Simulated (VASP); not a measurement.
The system is CdS2O2.

```
Cd S O
1.0
    -2.12557    2.12557    5.01426
     2.12557   -2.12557    5.01426
     2.12557    2.12557   -5.01426
Cd S O
1 2 2
Cartesian
  0.0000 0.0000 0.0000
  2.1256 0.0000 2.5071
  0.0000 2.1256 2.5071
  0.0000 0.0000 6.4309
  0.0000 0.0000 3.5976
```

The cell was generated, and may not be a known phase.

```yaml
Program: VASP 6.6.1
Task: relaxation of cell and atoms
Functional: PBE
Potentials_or_basis: VASP PAW PBE potentials, release 64 (Cd, S, O)
Cutoff: 600 eV
k_mesh: 6 × 6 × 6
Occupations: gaussian, width 0.1 eV
Spin: no spin polarisation
```

At the start: pressure -8.8 GPa; volume 18.12 Å³/atom.

Problem. Where does the relaxation end?

Solution. Over 20 steps the energy falls by 637.4 meV/atom and the volume is 17.87 Å³/atom (-1.4 %); space group I4/mmm (No. 139, to 0.1 Å) before and after.

Step by step:
```tsv
step	energy change (eV)	largest force (eV/Å)	pressure (GPa)	volume (Å³)
1	0.0000	2.4763	-8.83	90.62
2	-1.1483	2.2167	-1.16	78.08
3	-1.4241	1.5473	11.34	68.98
4	-2.0175	0.8250	11.07	69.17
5	-2.3117	0.4258	13.34	69.03
6	-0.1907	7.5067	38.53	67.66
7	-2.3073	0.5423	12.73	68.98
8	-2.2823	0.8390	19.05	68.49
9	-2.3726	0.2532	14.47	68.82
10	-2.7736	1.1718	-3.59	81.86
11	-2.7975	1.0337	-0.84	78.97
12	-2.8879	0.7904	-0.63	79.96
13	-2.9752	0.0731	0.37	82.04
14	-3.0494	0.0966	0.30	83.15
15	-3.1695	0.1272	0.67	86.29
16	-3.1776	0.1213	0.89	87.28
17	-3.1864	0.0783	-0.38	89.63
18	-3.1864	0.0814	-0.32	89.50
19	-3.1866	0.0682	0.20	89.24
20	-3.1871	0.0033	-0.04	89.36
```

Final structure:
```
CELL_PARAMETERS angstrom
-2.26042 2.26042 4.37236
2.26042 -2.26042 4.37236
2.26042 2.26042 -4.37236
ATOMIC_POSITIONS crystal
Cd 0.00000 0.00000 0.00000
S 0.25000 0.75000 0.50000
S 0.75000 0.25000 0.50000
O 0.75713 0.75713 0.00000
O 0.24287 0.24287 0.00000
```
